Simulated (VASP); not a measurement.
Write the native input for VASP 6.6.1 that does the following.

- Task: relaxation of cell and atoms
- Functional: LDA
- Potentials or basis: VASP PAW LDA potentials, release 64 (Hf_pv, Ru_pv)
- Cutoff: 600 eV
- k mesh: 14 × 14 × 14
- Occupations: gaussian, width 0.1 eV
- Spin: no spin polarisation
- Dipole correction: no
- Further INCAR settings: ALGO = Normal; EDIFF = 1e-07; IBRION = 2; EDIFFG = -0.005; NSW = 70; ISIF = 3

The structure of HfRu lies in POSCAR:

```
HfRu
1.0
    3.2481236017      0.0000000000      0.0000000000
    0.0000000000      3.2481236017      0.0000000000
    0.0000000000      0.0000000000      3.2481236017
Hf Ru
1 1
Direct
    0.0000000000      0.0000000000      0.0000000000
    0.5000000000      0.5000000000      0.5000000000
```

One way to write it, as run:

INCAR

```
SYSTEM = HfRu
PREC = Accurate
ENCUT = 600
EDIFF = 1E-7
ISMEAR = 0
SIGMA = 0.1
LREAL = .False.
LASPH = .True.
NELM = 100
ALGO = Normal
ISIF = 3
LWAVE = .False.
LCHARG = .False.
GGA = CA
IBRION = 2
NSW = 70
EDIFFG = -0.005
```

KPOINTS

```
regular mesh
0
Gamma
  14 14 14
  0 0 0
```

Potentials or basis: VASP PAW LDA potentials, release 64 (Hf_pv, Ru_pv).

Launch:

```sh
$ cat potpaw_LDA.64/Hf_pv/POTCAR potpaw_LDA.64/Ru_pv/POTCAR > POTCAR
$ mpirun -np 1 vasp_std > vasp.out
```

It gave:

```
Relaxed volume                        : 16.08 Å³/atom
Relaxed cell                          : a = 3.180 Å, b = 3.180 Å, c = 3.180 Å, α = 90.00°, β = 90.00°, γ = 90.00°
Space group after relaxing (to 0.1 Å) : Pm-3m (No. 221)
Energy gained by relaxing             : 43.7 meV/atom
Ionic steps                           : 7
Pressure after relaxing               : 0.0 GPa
Band gap on the k mesh                : zero (bands 12 and 13 overlap by 1.73 eV)
```

Caveat: spin-orbit coupling is left out, which moves the levels of the heavy elements.

Run time: 3.1 min on 1 thread of AMD EPYC 9R45 96-Core Processor (Zen 5), on a shared host, peak memory 0.19 GiB.
